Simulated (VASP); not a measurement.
**Zr: single point with PBE**

The system is Zr.

```xyz
2
Lattice="0.0000 2.4072 2.4072 2.4072 0.0000 2.4072 2.4072 2.4072 0.0000" Properties=species:S:1:pos:R:3 pbc="T T T"
Zr   -0.6018   -0.6018   -0.6018
Zr    0.6018    0.6018    0.6018
```

This cell differs from its parent crystal: volume scaled by 0.45.

```json
{
  "Program": "VASP 6.6.1",
  "Task": "single point",
  "Functional": "PBE",
  "Potentials or basis": "VASP PAW PBE potentials, release 64 (Zr_sv)",
  "Cutoff": "520 eV",
  "k mesh": "11 × 11 × 11",
  "Occupations": "fermi-dirac, width 0.08 eV",
  "Spin": "no spin polarisation",
  "Dipole correction": "no",
  "Further INCAR settings": "ALGO = Normal; EDIFF = 1e-06; NBANDS = 19"
}
```

```json
{
  "Pressure": "171.1 GPa",
  "Band gap on the k mesh": "zero (band 12 reaches 17.35 eV, above the bottom of band 13 at 14.41 eV)"
}
```

Levels at points of the mesh, in eV from the Fermi level:
```csv
k point,band 9,band 10,band 11,band 12,band 13,band 14,band 15,band 16
"(0.00, 0.00, 0.00)",-5.71,-4.11,-4.11,-0.11,-0.11,-0.11,5.62,5.62
```

Run time: 14 s on 1 thread of Intel(R) Xeon(R) 6975P-C (Granite Rapids), with other jobs on the host, peak memory 0.16 GiB.
